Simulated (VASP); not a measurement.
Here is a VASP 6.6.1 calculation.

File INCAR:

```
PREC     = Accurate       # precision mode
ENCUT    = 600            # plane-wave cutoff, eV
EDIFF    = 1E-6           # SCF threshold, eV
ISMEAR   = 0              # smearing method
SIGMA    = 0.1            # smearing width, eV
LREAL    = False          # projectors in reciprocal space
LASPH    = True           # aspherical terms in the spheres
NELM     = 100            # most SCF steps
ALGO     = Normal         # electronic algorithm
ISIF     = 3              # what is computed and relaxed
LWAVE    = False          # write WAVECAR
LCHARG   = False          # write CHGCAR
GGA      = PE             # functional
IBRION   = 2              # ionic algorithm
NSW      = 100            # ionic steps
EDIFFG   = -0.01          # ionic threshold
```

KPOINTS

```
regular mesh
0
Gamma
  6 6 8
```

The input POSCAR:

```
SnTe5
1.0
    6.9106985133      0.0000000000      0.0000000000
   -3.4553492566      5.9848404704      0.0000000000
    0.0000000000      0.0000000000      4.5099617298
Sn Te
1 5
Direct
    0.0000000000      0.0000000000      0.0000000000
    0.3371649941      0.0000000000      0.5000000000
    0.6628350059      0.6628350059      0.5000000000
    0.0000000000      0.3371649941      0.5000000000
    0.3333333333      0.6666666667      0.0000000000
    0.6666666667      0.3333333333      0.0000000000
```

Potentials or basis: VASP PAW PBE potentials, release 64 (Sn_d, Te).

The run is started by

```bash
$ cat potpaw_PBE.64/Sn_d/POTCAR potpaw_PBE.64/Te/POTCAR > POTCAR
$ mpirun -np 1 vasp_std > vasp.out
```

(1) What does it give for the band gap on the k mesh?

(2) Estimate the relaxed volume.

(3) What does it give for the space group after relaxing (to 0.1 Å)?

(4) Estimate the relaxed cell.

Answers

(1) zero (bands 22 and 23 overlap by 0.77 eV).

(2) 31.48 Å³/atom.

(3) P-62m (No. 189).

(4) a = 7.056 Å, b = 7.056 Å, c = 4.380 Å, α = 90.00°, β = 90.00°, γ = 120.00°.

Caveat: semilocal functionals underestimate gaps, and a narrow one can read as zero; spin-orbit coupling is left out, which moves the levels of the heavy elements.
